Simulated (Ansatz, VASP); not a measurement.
**TePbS4 in VASP and in Ansatz**

Contents of INCAR:

```
ALGO     = Normal         # electronic algorithm
EDIFF    = 1E-7           # SCF threshold, eV
EDIFFG   = -0.08          # ionic threshold
ENCUT    = 500            # plane-wave cutoff, eV
GGA      = PE             # functional
GGA_COMPAT= F            
IBRION   = 2              # ionic algorithm
ISIF     = 3              # what is computed and relaxed
ISMEAR   = 0              # smearing method
LASPH    = T              # aspherical terms in the spheres
LCHARG   = F              # write CHGCAR
LREAL    = F              # projectors in reciprocal space
LWAVE    = F              # write WAVECAR
NELM     = 120            # most SCF steps
NELMIN   = 4            
NSW      = 36             # ionic steps
PREC     = Accurate       # precision mode
SIGMA    = 0.15           # smearing width, eV
```

Contents of KPOINTS:

```
k-points
0
Gamma
  3 3 3
```

Contents of POSCAR:

```
TePbS4
1.0
    0.0000000000      4.2415569100      4.2415569100
    4.2415569100      0.0000000000      4.2415569100
    4.2415569100      4.2415569100      0.0000000000
Te Pb S
1 1 4
Direct
    0.0000000000      0.0000000000      0.0000000000
    0.7500000000      0.7500000000      0.7500000000
    0.3751928000      0.3751928000      0.8744216000
    0.3751928000      0.3751928000      0.3751928000
    0.8744216000      0.3751928000      0.3751928000
    0.3751928000      0.8744216000      0.3751928000
```

Input for Ansatz:

```yaml
crystal:
  lattice:
    - [0.0, 4.24155691, 4.24155691]
    - [4.24155691, 0.0, 4.24155691]
    - [4.24155691, 4.24155691, 0.0]
  atoms:
    - { symbol: Te, position: [0.0, 0.0, 0.0] }
    - { symbol: Pb, position: [0.75, 0.75, 0.75] }
    - { symbol: S, position: [0.3751928, 0.3751928, 0.8744216] }
    - { symbol: S, position: [0.3751928, 0.3751928, 0.3751928] }
    - { symbol: S, position: [0.8744216, 0.3751928, 0.3751928] }
    - { symbol: S, position: [0.3751928, 0.8744216, 0.3751928] }
basis:
  ecutwfc: 420
kpoints:
  mp_grid: { grid: [3, 3, 3] }
hamiltonian:
  xc: pbe
scf:
  occupations: { method: gaussian, width: 0.15 }
  lower_state_search: "off"
output:
  forces: true
  stress: true
  eigenvalues: true
relax:
  adjacent_minimum: "off"
  f_tol: 0.08
  max_steps: 16
  cell: { stress_tol: 0.8 }
```

Change from the starting cell: species swapped into the LaCeRu4 type (F-43m, No. 216).

Alike in both runs: task relaxation of cell and atoms; functional PBE; k mesh 3 × 3 × 3; occupations gaussian, width 0.15 eV; no spin polarisation.

|  | VASP | Ansatz |
| --- | --- | --- |
| version | VASP 6.6.1 | Ansatz 0.2.0 |
| potentials or method | VASP PAW PBE potentials, release 64 (Te, Pb_d, S), cutoff 500 eV | scalar-relativistic, plane waves, PAW |
| valence electrons in the cell | 44 | 54 |

|  | VASP | Ansatz | Ansatz less VASP |
| --- | --- | --- | --- |
| gap on the k mesh at the Fermi level, each at its own relaxed structure (eV) | none | none | - |
| relaxed volume (Å³/atom) | 20.56 | 20.60 | +0.043 |
| relaxed cell length with the largest relative difference (Å) | 5.588 | 5.592 | +0.0039 |

A gap of «none» marks a metal or a gap that the smearing closes. VASP's potentials hold 44 valence electrons a cell and Ansatz's 54, so a difference there can come from the potentials and not from the codes.

The k mesh is coarse, so the values compare programs but aren't converged. Spin-orbit coupling is off throughout. Noted on VASP's run: the volume moved by over 15 % at a fixed basis, so the end points are rough.
